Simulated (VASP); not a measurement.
# LiF (P4/mmm) in VASP: further runs

LiF is run at these levels: PBE, r2SCAN; tasks: single point.

Program: VASP 6.6.1. These are calculated values, not measurements. Logs are shortened: lines on timing, memory, paths and dates and some standing lists are left out, and cuts for length are marked.

**1. The cell of the first run**

Symmetry: P4/mmm, No. 123, tetragonal system. Conventional cell: a = 2.516 Å, b = 2.516 Å, c = 2.547 Å, α = 90.00°, β = 90.00°, γ = 90.00°. Within 2.9 Å of Li (site symmetry 4/mmm) lie 8 F at 2.19 Å and 6 Li at 2.52 to 2.55 Å. F (site symmetry 4/mmm) has 8 Li at 2.19 Å and 6 F at 2.52 to 2.55 Å within 2.9 Å.

**2. Single point, PBE (uniaxial x strain +1.2%)**

INCAR reads:

```
PREC = Accurate
ENCUT = 520
EDIFF = 1E-6
ISMEAR = -1
SIGMA = 0.02
LREAL = F
LASPH = T
NELM = 100
ALGO = Normal
ISIF = 2
LWAVE = F
LCHARG = T
GGA = PE
LELF = T
LVHAR = T
NBANDS = 12
```

KPOINTS reads:

```
regular mesh
0
Gamma
  10 10 10
```

POSCAR reads:

```
LiF
1.0
    2.5472084227      0.0000000000      0.0000000000
    0.0000000000      2.5162584438      0.0000000000
    0.0000000000      0.0000000000      2.5162584438
Li F
1 1
Direct
    0.0000000000      0.0000000000      0.0000000000
    0.5000000000      0.5000000000      0.5000000000
```

Potentials or basis: VASP PAW PBE potentials, release 64 (Li_sv, F).

Started as:

```bash
$ cat potpaw_PBE.64/Li_sv/POTCAR potpaw_PBE.64/F/POTCAR > POTCAR
$ mpirun -np 1 vasp_std > vasp.out
```

OUTCAR:

```text
PREC = Accurate
   ENCUT = 520
   EDIFF = 1E-6
   ISMEAR = -1
   LREAL = F
   LASPH = T
   NELM = 100
   ISIF = 2
   GGA = PE

 ion  position               nearest neighbor table
   1  0.000  0.000  0.000-   2 2.19   2 2.19   2 2.19   2 2.19   2 2.19   2 2.19   2 2.19   2 2.19

   2  0.500  0.500  0.500-   1 2.19   1 2.19   1 2.19   1 2.19   1 2.19   1 2.19   1 2.19   1 2.19

  LATTYP: Found a simple tetragonal cell.
 ALAT       =     2.5162584438
 C/A-ratio  =     1.0123000000

  Lattice vectors:

 A1 = (   0.0000000000,   2.5162584438,   0.0000000000)
 A2 = (   0.0000000000,   0.0000000000,   2.5162584438)
 A3 = (   2.5472084227,   0.0000000000,   0.0000000000)

Analysis of symmetry for initial positions (statically):
=====================================================================
 Subroutine PRICEL returns:
 Original cell was already a primitive cell.

 Routine SETGRP: Setting up the symmetry group for a
 simple tetragonal supercell.

 Subroutine GETGRP returns: Found 16 space group operations
 (whereof 16 operations were pure point group operations)
 out of a pool of 16 trial point group operations.

The static configuration has the point symmetry D_4h.

Analysis of symmetry for dynamics (positions and initial velocities):
=====================================================================
 Subroutine PRICEL returns:
 Original cell was already a primitive cell.

 Routine SETGRP: Setting up the symmetry group for a
 simple tetragonal supercell.

 Subroutine GETGRP returns: Found 16 space group operations
 (whereof 16 operations were pure point group operations)
 out of a pool of 16 trial point group operations.

The dynamic configuration has the point symmetry D_4h.

 Subroutine INISYM returns: Found 16 space group operations
 (whereof 16 operations are pure point group operations),
 and found     1 'primitive' translations

----------------------------------------------------------------------------------------

                                     Primitive cell

  volume of cell :      16.1278

  direct lattice vectors                    reciprocal lattice vectors
     2.547208423  0.000000000  0.000000000     0.392586642  0.000000000  0.000000000
     0.000000000  2.516258444  0.000000000     0.000000000  0.397415457  0.000000000
     0.000000000  0.000000000  2.516258444     0.000000000  0.000000000  0.397415457

[... 84 lines left out ...]
   LREAL  =      F    real-space projection
   EDIFFG = 0.1E-04   stopping-criterion for IOM
   NSW    =      0    number of steps for IOM
   IBRION =     -1    ionic relax: 0-MD 1-quasi-New 2-CG
   NFREE  =      0    steps in history (QN), initial steepest desc. (CG)
   ISIF   =      2    stress and relaxation
   ISYM   =      2    0-nonsym 1-usesym 2-fastsym
   POTIM  = 0.5000    time-step for ionic-motion
   TEBEG  =    0.0;   TEEND  =   0.0 temperature during run
   PSTRESS=    0.0 pullay stress
   NELECT =      10.0000    total number of electrons
   NUPDOWN=      -1.0000    fix difference up-down
   EMIN   =  10.00;   EMAX   =-10.00  energy-range for DOS
   EFERMI =   0.00;   METHOD = LEGACY
   ISMEAR =    -1;   SIGMA  =   0.02  broadening in eV -4-tet -1-fermi 0-gaus
   EFERMI_NEDOS =   21; number of points for ismear=-14 and -15
   IALGO  =     38    algorithm
   IMIX   =      4    mixing-type and parameters
     AMIX     =   0.40;   BMIX     =  1.00
     AMIX_MAG =   1.60;   BMIX_MAG =  1.00
  volume/ion in A,a.u.               =       8.06        54.42
  Fermi-wavevector in a.u.,A,eV,Ry     =   1.395993  2.638044 26.514977  1.948796
  Thomas-Fermi vector in A             =   2.519390
   LORBIT       =      0    0 simple, 1 ext, 2 COOP (PROOUT), +10 PAW based schemes
   GGA     = PE    functional components
[... 5 lines left out ...]
 non-spin polarized calculation
  energy-cutoff  :      520.00
  volume of cell :       16.13
 maximum number of plane-waves:       453
 NGX is ok and might be reduce to    20
   NGX =  9   NGY =  9   NGZ =  9

 number of electron      10.0000022 magnetization

 Free energy of the ion-electron system (eV)
  ---------------------------------------------------
  ext. energy  EPLUGINS =         0.00000000
  ---------------------------------------------------
  free energy    TOTEN  =        -9.04151387 eV

  energy without entropy =       -9.04151387  energy(sigma->0) =       -9.04151387

 E-fermi :   0.8244     XC(G=0): -10.1211

 val. band max:        0.3860054960   @ k =   0.5000   0.5000   0.0000
 cond. band min:       8.1938450156   @ k =   0.0000   0.0000   0.0000
 fundamental gap:      7.8078395196
 Fermi energy:         0.8244276763

 k-point     1 :       0.0000    0.0000    0.0000
  band No.  band energies     occupation
      1     -42.4594      2.00000
      2     -20.6026      2.00000
      3      -0.4424      2.00000
      4      -0.3056      2.00000
      5      -0.3056      2.00000
      6       8.1938      0.00000
      7      19.2783      0.00000
      8      19.5879      0.00000
      9      21.4792      0.00000
     10      21.8262      0.00000
     11      21.8262      0.00000
     12      39.2403      0.00000
[... 331 lines left out ...]
 k-point    24 :       0.5000    0.3000    0.0000
  band No.  band energies     occupation
      1     -42.3782      2.00000
      2     -19.7625      2.00000
      3      -3.2087      2.00000
      4      -2.1297      2.00000
      5       0.2810      2.00000
      6      12.5161      0.00000
      7      14.1115      0.00000
      8      15.7772      0.00000
      9      22.5886      0.00000
     10      22.9153      0.00000
     11      30.9384      0.00000
     12      33.5185      0.00000

 [... further k-points ...]

------------------------ aborting loop because EDIFF is reached ----------------------------------------

  FORCE on cell =-STRESS in cart. coord.  units (eV):
  Direction    XX          YY          ZZ          XY          YZ          ZX
  --------------------------------------------------------------------------------------
  -------------------------------------------------------------------------------------
  Total        0.0012034      0.3732402      0.3732402      0.0000000      0.0000000     -0.0000000
  in kB        0.1195449     37.0786617     37.0786617      0.0000000      0.0000000     -0.0000000
  external PRESSURE =      24.7589561 kB  Pullay stress =       0.0000000 kB

 VOLUME and BASIS-vectors are now :
 -----------------------------------------------------------------------------
  energy-cutoff  :      520.00
  volume of cell :       16.13
      direct lattice vectors                 reciprocal lattice vectors
     2.547208423  0.000000000  0.000000000     0.392586642  0.000000000  0.000000000
     0.000000000  2.516258444  0.000000000     0.000000000  0.397415457  0.000000000
     0.000000000  0.000000000  2.516258444     0.000000000  0.000000000  0.397415457

 POSITION                                       TOTAL-FORCE (eV/Angst)
 -----------------------------------------------------------------------------------
      0.00000      0.00000      0.00000         0.000000      0.000000      0.000000
      1.27360      1.25813      1.25813         0.000000      0.000000      0.000000
 -----------------------------------------------------------------------------------
    total drift:                               -0.000000      0.000000      0.000000

  FREE ENERGIE OF THE ION-ELECTRON SYSTEM (eV)
  ---------------------------------------------------
  free  energy   TOTEN  =        -9.0415138666 eV

  energy  without entropy=       -9.0415138666  energy(sigma->0) =       -9.04151387
```

OSZICAR:

```text
N       E                     dE             d eps       ncg     rms          rms(c)
DAV:   1     0.319936853397E+02    0.31994E+02   -0.53962E+03  3168   0.849E+02
DAV:   2    -0.851268769905E+01   -0.40506E+02   -0.39393E+02  3724   0.184E+02
DAV:   3    -0.957468056676E+01   -0.10620E+01   -0.10605E+01  3856   0.260E+01
DAV:   4    -0.958523371937E+01   -0.10553E-01   -0.10553E-01  3348   0.270E+00
DAV:   5    -0.958538494255E+01   -0.15122E-03   -0.15122E-03  3804   0.241E-01    0.448E+00
DAV:   6    -0.905327337256E+01    0.53211E+00   -0.24407E+00  3140   0.954E+00    0.138E+00
DAV:   7    -0.904462201902E+01    0.86514E-02   -0.18162E-02  4036   0.118E+00    0.841E-01
DAV:   8    -0.904141401955E+01    0.32080E-02   -0.14054E-02  3972   0.126E+00    0.109E-01
DAV:   9    -0.904144458197E+01   -0.30562E-04   -0.59363E-04  3604   0.225E-01    0.472E-02
DAV:  10    -0.904151383889E+01   -0.69257E-04   -0.10645E-04  3296   0.857E-02    0.645E-03
DAV:  11    -0.904151386662E+01   -0.27729E-07   -0.14654E-06  3940   0.106E-02
   1 F= -.90415139E+01 E0= -.90415139E+01  d E =-.130939E-11
```

stdout:

```text
POSCAR found type information on POSCAR LiF
 POSCAR found :  2 types and       2 ions
 scaLAPACK will be used
 LDA part: xc-table for (Slater+PW92), standard interpolation
 POSCAR, INCAR and KPOINTS ok, starting setup
 FFT: planning ... GRIDC
 FFT: planning ... GRID_SOFT
 FFT: planning ... GRID
 WAVECAR not read
 entering main loop
```

Run time: 6.8 s. Hardware: 1 thread of Intel Xeon 6975P-C (Granite Rapids), shared host; peak memory 0.13 GiB.

What came out:

| Quantity | Value |
| --- | --- |
| Free energy | -9.0415 eV |
| Band gap on the k mesh | 7.81 eV, indirect (least direct gap 8.50 eV) |

Caveat: the cell differs from its parent crystal (uniaxial x strain +1.2%); the cutoff is under 1.25 times the usual one of these potentials, so pressure, stress and relaxed cells hold a basis-set (Pulay) error. A k mesh can miss the band edges.

**3. Single point, r2SCAN (uniaxial x strain +1.2%)**

POSCAR is that of step 2.

INCAR.step1 reads:

```
SYSTEM = LiF
PREC     = Accurate       ! precision mode
ENCUT    = 520            ! plane-wave cutoff, eV
ISMEAR   = 0              ! smearing method
SIGMA    = 0.01           ! smearing width, eV
LREAL    = .FALSE.        ! projectors in reciprocal space
LASPH    = .TRUE.         ! aspherical terms in the spheres
NELM     = 100            ! most SCF steps
NBANDS   = 12             ! bands
GGA      = PE             ! functional
ALGO     = Normal         ! electronic algorithm
EDIFF    = 1E-4           ! SCF threshold, eV
LWAVE    = .TRUE.         ! write WAVECAR
LCHARG   = .FALSE.        ! write CHGCAR
```

INCAR.step2 reads:

```
SYSTEM = LiF
PREC     = Accurate       ! precision mode
ENCUT    = 520            ! plane-wave cutoff, eV
EDIFF    = 1E-7           ! SCF threshold, eV
ISMEAR   = 0              ! smearing method
SIGMA    = 0.01           ! smearing width, eV
LREAL    = .FALSE.        ! projectors in reciprocal space
LASPH    = .TRUE.         ! aspherical terms in the spheres
NELM     = 100            ! most SCF steps
ALGO     = Normal         ! electronic algorithm
ISIF     = 2              ! what is computed and relaxed
LWAVE    = .FALSE.        ! write WAVECAR
LCHARG   = .FALSE.        ! write CHGCAR
METAGGA  = R2SCAN         ! meta-GGA
LMIXTAU  = .TRUE.       
NBANDS   = 12             ! bands
ISTART   = 1
```

KPOINTS reads:

```
Automatic mesh
0
G
  10 10 10
  0 0 0
```

Potentials or basis: VASP PAW PBE potentials, release 64 (Li_sv, F).

Started as:

```bash
$ cat potpaw_PBE.64/Li_sv/POTCAR potpaw_PBE.64/F/POTCAR > POTCAR
$ cp INCAR.step1 INCAR
$ mpirun -np 1 vasp_std > vasp.out
$ cp INCAR.step2 INCAR
$ mpirun -np 1 vasp_std > vasp.out
```

Wall time 42 s (1 thread of Intel Xeon 6975P-C (Granite Rapids), shared host); peak memory 0.13 GiB.

It converged, with:

- Free energy: -11.2705 eV
- Band gap on the k mesh: 8.96 eV, indirect (least direct gap 9.67 eV)

Levels at points of the mesh, in eV from the valence-band top:
```tsv
k point	band 1	band 2	band 3	band 4	band 5	band 6	band 7	band 8	band 9	band 10
(0.00, 0.00, 0.00)	-44.03	-22.14	-0.85	-0.71	-0.71	8.96	19.95	20.26	22.90	23.27
(0.50, 0.00, 0.00)	-43.98	-21.68	-3.87	-0.31	-0.31	10.40	15.66	22.35	22.35	25.90
(0.00, 0.50, 0.00)	-43.98	-21.64	-3.88	-0.40	-0.29	10.30	15.84	21.99	22.50	25.79
(0.50, 0.50, 0.00)	-43.94	-21.10	-3.51	-3.46	0.00	14.80	15.06	15.28	21.05	26.67
(0.00, 0.50, 0.50)	-43.93	-21.06	-3.46	-3.46	-0.09	14.90	15.16	15.16	20.81	26.36
(0.50, 0.50, 0.50)	-43.90	-20.61	-2.47	-2.47	-2.42	12.23	12.23	12.34	25.95	26.27
```

Caveat: the cell differs from its parent crystal (uniaxial x strain +1.2%); the cutoff is under 1.25 times the usual one of these potentials, so pressure, stress and relaxed cells hold a basis-set (Pulay) error; the PAW data sets were made with another functional, which shifts forces and pressure a little. A k mesh can miss the band edges.
